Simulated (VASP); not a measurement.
# WSe2 in VASP: a series of runs

Runs on WSe2. Level: LDA. Tasks: single point.

Everything below comes from runs of VASP 6.6.1. Logs are shortened: lines on timing, memory, paths and dates and some standing lists are left out, and cuts for length are marked.

### 1 The cell of the first run

The cell holds a slab with vacuum, 3 atoms: a = 3.117 Å, b = 3.117 Å, c = 16.660 Å, α = 90.00°, β = 90.00°, γ = 120.00°.

### 2 Single point, LDA

INCAR reads:

```
ALGO = Normal
EDIFF = 1E-6
ENCUT = 520
ISIF = 2
ISMEAR = 0
LASPH = True
LCHARG = False
LREAL = False
LWAVE = False
NBANDS = 20
NELM = 60
PREC = Accurate
SIGMA = 0.05
```

KPOINTS reads:

```
k-points
0
Gamma
  9 9 2
```

POSCAR reads:

```
WSe2
1.0
    3.1174922976      0.0000000000      0.0000000000
   -1.5587461488      2.6998275258      0.0000000000
    0.0000000000      0.0000000000     16.6603124568
W Se
1 2
Direct
    0.0000000000      0.0000000000     -0.0020626924
    0.3333333333      0.6666666667      0.1023289438
    0.3333333333      0.6666666667      0.9024728870
```

Potentials or basis: VASP PAW LDA potentials, release 64 (W_sv, Se).

Started as:

```console
$ cat potpaw_LDA.64/W_sv/POTCAR potpaw_LDA.64/Se/POTCAR > POTCAR
$ mpirun -np 1 vasp_std > vasp.out
```

OUTCAR:

```text
EDIFF = 1E-6
   ENCUT = 520
   ISIF = 2
   ISMEAR = 0
   LASPH = True
   LREAL = False
   NELM = 60
   PREC = Accurate

 ion  position               nearest neighbor table
   1  0.000  0.000  0.998-   3 2.40   3 2.40   3 2.40   2 2.50   2 2.50   2 2.50
   2  0.333  0.667  0.102-   1 2.50   1 2.50   1 2.50
   3  0.333  0.667  0.902-   1 2.40   1 2.40   1 2.40

  LATTYP: Found a hexagonal cell.
 ALAT       =     3.1174922976
 C/A-ratio  =     5.3441390921

  Lattice vectors:

 A1 = (   3.1174922976,   0.0000000000,   0.0000000000)
 A2 = (  -1.5587461488,   2.6998275258,   0.0000000000)
 A3 = (   0.0000000000,   0.0000000000,  16.6603124568)

Analysis of symmetry for initial positions (statically):
=====================================================================
 Subroutine PRICEL returns:
 Original cell was already a primitive cell.

 Routine SETGRP: Setting up the symmetry group for a
 hexagonal supercell.

 Subroutine GETGRP returns: Found  6 space group operations
 (whereof  6 operations were pure point group operations)
 out of a pool of 24 trial point group operations.

The static configuration has the point symmetry C_3v.

Analysis of symmetry for dynamics (positions and initial velocities):
=====================================================================
 Subroutine PRICEL returns:
 Original cell was already a primitive cell.

 Routine SETGRP: Setting up the symmetry group for a
 hexagonal supercell.

 Subroutine GETGRP returns: Found  6 space group operations
 (whereof  6 operations were pure point group operations)
 out of a pool of 24 trial point group operations.

The dynamic configuration has the point symmetry C_3v.

 Subroutine INISYM returns: Found  6 space group operations
 (whereof  6 operations are pure point group operations),
 and found     1 'primitive' translations

----------------------------------------------------------------------------------------

                                     Primitive cell

  volume of cell :     140.2247

  direct lattice vectors                    reciprocal lattice vectors
     3.117492298  0.000000000  0.000000000     0.320770640  0.185197015  0.000000000
    -1.558746149  2.699827526  0.000000000     0.000000000  0.370394031  0.000000000
     0.000000000  0.000000000 16.660312457     0.000000000  0.000000000  0.060022884

  length of vectors
     3.117492298  3.117492298 16.660312457     0.370394031  0.370394031  0.060022884

  position of ions in fractional coordinates (direct lattice)
     0.000000000  0.000000000  0.997937308
     0.333333333  0.666666667  0.102328944
     0.333333333  0.666666667  0.902472887

  ion indices of the primitive-cell ions
   primitive index   ion index
                 1           1
                 2           2
                 3           3

----------------------------------------------------------------------------------------

 KPOINTS: k-points

Automatic generation of k-mesh.
 Grid dimensions read from file:
 generate k-points for:    9    9    2

 Generating k-lattice:

  Cartesian coordinates                     Fractional coordinates (reciprocal lattice)
     0.035641182  0.020577446  0.000000000     0.111111111  0.000000000  0.000000000
     0.000000000  0.041154892  0.000000000     0.000000000  0.111111111  0.000000000
     0.000000000  0.000000000  0.030011442     0.000000000  0.000000000  0.500000000

  Length of vectors
     0.041154892  0.041154892  0.030011442

  Shift w.r.t. Gamma in fractional coordinates (k-lattice)
     0.000000000  0.000000000  0.000000000

 Subroutine IBZKPT returns following result:
 ===========================================

 Found     24 irreducible k-points:

 Following reciprocal coordinates:
            Coordinates               Weight
  0.000000  0.000000  0.000000      1.000000
  0.111111 -0.000000  0.000000      6.000000
  0.222222  0.000000  0.000000      6.000000
  0.333333  0.000000  0.000000      6.000000
  0.444444  0.000000  0.000000      6.000000
  0.111111  0.111111  0.000000      6.000000
[... 16 lines left out ...]
  0.333333  0.222222  0.500000     12.000000
  0.333333  0.333333  0.500000      2.000000
   k-points           NKPTS =     24   k-points in BZ     NKDIM =     24   number of bands    NBANDS=     20
   number of dos      NEDOS =    301   number of ions     NIONS =      3
   total plane-waves  NPLWV =  72576
   dimension x,y,z NGX =    24 NGY =   24 NGZ =  126
   dimension x,y,z NGXF=    48 NGYF=   48 NGZF=  252
   ions per type =               1   2
   NGX,Y,Z   is equivalent  to a cutoff of  12.80, 12.80, 12.57 a.u.
   NGXF,Y,Z  is equivalent  to a cutoff of  25.60, 25.60, 25.15 a.u.
 SYSTEM =  unknown system
   PREC   = accura    normal or accurate (medium, high low for compatibility)
   ISTART =      0    job   : 0-new  1-cont  2-samecut
   ICHARG =      2    charge: 1-file 2-atom 10-const
   ISPIN  =      1    spin polarized calculation?
   LNONCOLLINEAR =      F non collinear calculations
   LSORBIT =      F    spin-orbit coupling
   LASPH  =      T    aspherical Exc in radial PAW
   ENCUT  =  520.0 eV  38.22 Ry    6.18 a.u.   5.80  5.80 30.98*2*pi/ulx,y,z
   NELM   =     60;   NELMIN=  2; NELMDL= -5     # of ELM steps
   EDIFF  = 0.1E-05   stopping-criterion for ELM
   LREAL  =      F    real-space projection
   EDIFFG = 0.1E-04   stopping-criterion for IOM
   NSW    =      0    number of steps for IOM
   IBRION =     -1    ionic relax: 0-MD 1-quasi-New 2-CG
   NFREE  =      0    steps in history (QN), initial steepest desc. (CG)
   ISIF   =      2    stress and relaxation
   ISYM   =      2    0-nonsym 1-usesym 2-fastsym
   POTIM  = 0.5000    time-step for ionic-motion
   TEBEG  =    0.0;   TEEND  =   0.0 temperature during run
   PSTRESS=    0.0 pullay stress
   NELECT =      26.0000    total number of electrons
   NUPDOWN=      -1.0000    fix difference up-down
   EMIN   =  10.00;   EMAX   =-10.00  energy-range for DOS
   EFERMI =   0.00;   METHOD = LEGACY
   ISMEAR =     0;   SIGMA  =   0.05  broadening in eV -4-tet -1-fermi 0-gaus
   EFERMI_NEDOS =   21; number of points for ismear=-14 and -15
   IALGO  =     38    algorithm
   IMIX   =      4    mixing-type and parameters
     AMIX     =   0.40;   BMIX     =  1.00
     AMIX_MAG =   1.60;   BMIX_MAG =  1.00
  volume/ion in A,a.u.               =      46.74       315.43
  Fermi-wavevector in a.u.,A,eV,Ry     =   0.933522  1.764100 11.856971  0.871463
  Thomas-Fermi vector in A             =   2.060232
   LORBIT       =      0    0 simple, 1 ext, 2 COOP (PROOUT), +10 PAW based schemes
   GGA     = CA    functional components
   LHFCALC =     F    Hartree Fock is set to
   AEXX    =    0.0000 exact exchange contribution
   IVDW    =     0    specifies the selected vdW correction
   LEPSILON=     F    determine dielectric tensor
   LRPA    =     F    only Hartree local field effects (RPA)
 non-spin polarized calculation
 Gauss-broadening in eV      SIGMA  =   0.05
  energy-cutoff  :      520.00
  volume of cell :      140.22
 maximum number of plane-waves:      3802
 NGX is ok and might be reduce to    24
   NGX = 11   NGY = 11   NGZ = 61

 number of electron      26.0000002 magnetization

 Free energy of the ion-electron system (eV)
  ---------------------------------------------------
  ext. energy  EPLUGINS =         0.00000000
  ---------------------------------------------------
  free energy    TOTEN  =       -23.78414375 eV

  energy without entropy =      -23.78414375  energy(sigma->0) =      -23.78414375

 E-fermi :  -0.0972     XC(G=0):  -5.1238

 val. band max:       -0.5139939269   @ k =   0.3333   0.3333   0.5000
 cond. band min:       1.2027779778   @ k =   0.2222   0.1111   0.0000
 fundamental gap:      1.7167719047
 Fermi energy:        -0.0972137930

 k-point     1 :       0.0000    0.0000    0.0000
  band No.  band energies     occupation
      1     -73.7144      2.00000
      2     -38.4091      2.00000
      3     -38.0741      2.00000
      4     -38.0741      2.00000
      5     -16.0193      2.00000
      6     -14.5540      2.00000
[... 12 lines left out ...]
     19       4.5376      0.00000
     20       5.4058      0.00000

 k-point     2 :       0.1111   -0.0000    0.0000
  band No.  band energies     occupation
      1     -73.7116      2.00000
      2     -38.3987      2.00000
      3     -38.1263      2.00000
      4     -38.0860      2.00000
      5     -15.7874      2.00000
      6     -14.4368      2.00000
[... 12 lines left out ...]
     19       4.8270      0.00000
     20       5.8906      0.00000

 k-point     3 :       0.2222    0.0000    0.0000
  band No.  band energies     occupation
      1     -73.7044      2.00000
      2     -38.3724      2.00000
      3     -38.2564      2.00000
      4     -38.1161      2.00000
      5     -15.1444      2.00000
      6     -14.1105      2.00000
[... 12 lines left out ...]
     19       5.5749      0.00000
     20       6.5308      0.00000

 k-point     4 :       0.3333    0.0000    0.0000
  band No.  band energies     occupation
      1     -73.6963      2.00000
      2     -38.4019      2.00000
      3     -38.3412      2.00000
      4     -38.1500      2.00000
      5     -14.2691      2.00000
      6     -13.6617      2.00000
[... 12 lines left out ...]
     19       6.3923      0.00000
     20       6.7152      0.00000

 k-point     5 :       0.4444    0.0000    0.0000
  band No.  band energies     occupation
      1     -73.6909      2.00000
      2     -38.4941      2.00000
      3     -38.3218      2.00000
      4     -38.1720      2.00000
      5     -13.5868      2.00000
      6     -13.2517      2.00000
[... 12 lines left out ...]
     19       6.7060      0.00000
     20       6.8978      0.00000
[... 353 lines left out ...]
      6     -13.0991      2.00000
[... 12 lines left out ...]
     19       7.6264      0.00000
     20       7.9715      0.00000

 k-point    22 :       0.2222    0.2222    0.5000
  band No.  band energies     occupation
      1     -73.6927      2.00000
      2     -38.4096      2.00000
      3     -38.3281      2.00000
      4     -38.2218      2.00000
      5     -13.8402      2.00000
      6     -13.4082      2.00000
[... 12 lines left out ...]
     19       7.0524      0.00000
     20       7.2071      0.00000

 k-point    23 :       0.3333    0.2222    0.5000
  band No.  band energies     occupation
      1     -73.6886      2.00000
      2     -38.4425      2.00000
      3     -38.3131      2.00000
      4     -38.2776      2.00000
      5     -13.3285      2.00000
      6     -13.0032      2.00000
[... 12 lines left out ...]
     19       7.5526      0.00000
     20       8.1041      0.00000

 k-point    24 :       0.3333    0.3333    0.5000
  band No.  band energies     occupation
      1     -73.6872      2.00000
      2     -38.3982      2.00000
      3     -38.3536      2.00000
      4     -38.3078      2.00000
      5     -13.1712      2.00000
      6     -12.8146      2.00000
[... 12 lines left out ...]
     19       6.6654      0.00000
     20       8.4044      0.00000

------------------------ aborting loop because EDIFF is reached ----------------------------------------

  FORCE on cell =-STRESS in cart. coord.  units (eV):
  Direction    XX          YY          ZZ          XY          YZ          ZX
  --------------------------------------------------------------------------------------
  -------------------------------------------------------------------------------------
  Total        5.9216395      5.9216395      4.1520273     -0.0000000      0.0000000     -0.0000000
  in kB       67.6593771     67.6593771     47.4401698     -0.0000000      0.0000000     -0.0000000
  external PRESSURE =      60.9196413 kB  Pullay stress =       0.0000000 kB

 VOLUME and BASIS-vectors are now :
 -----------------------------------------------------------------------------
  energy-cutoff  :      520.00
  volume of cell :      140.22
      direct lattice vectors                 reciprocal lattice vectors
     3.117492298  0.000000000  0.000000000     0.320770640  0.185197015  0.000000000
    -1.558746149  2.699827526  0.000000000     0.000000000  0.370394031  0.000000000
     0.000000000  0.000000000 16.660312457     0.000000000  0.000000000  0.060022884

 POSITION                                       TOTAL-FORCE (eV/Angst)
 -----------------------------------------------------------------------------------
      0.00000      0.00000     16.62595        -0.000000      0.000000      2.775223
     -0.00000      1.79989      1.70483        -0.000000     -0.000000     -0.075523
     -0.00000      1.79989     15.03548         0.000000     -0.000000     -2.699700
 -----------------------------------------------------------------------------------
    total drift:                                0.000000     -0.000000      0.000055

  FREE ENERGIE OF THE ION-ELECTRON SYSTEM (eV)
  ---------------------------------------------------
  free  energy   TOTEN  =       -23.7841437531 eV

  energy  without entropy=      -23.7841437531  energy(sigma->0) =      -23.78414375
```

Run time: 59 s. Hardware: 1 thread of Intel Xeon Platinum 8375C at 2.90GHz (Ice Lake), shared host; peak memory 0.23 GiB.

Results:

* Free energy: -23.7841 eV
* Largest force: 2.775 eV/Å
* Band gap on the k mesh: 1.72 eV, indirect (least direct gap 2.27 eV)

Forces on the atoms (eV/Å):
```
W    0.000  0.000  2.775
Se   0.000  0.000 -0.076
Se   0.000  0.000 -2.700
```

Caveat: spin-orbit coupling is left out, which moves the levels of the heavy elements.

[end of part 1 of 2]
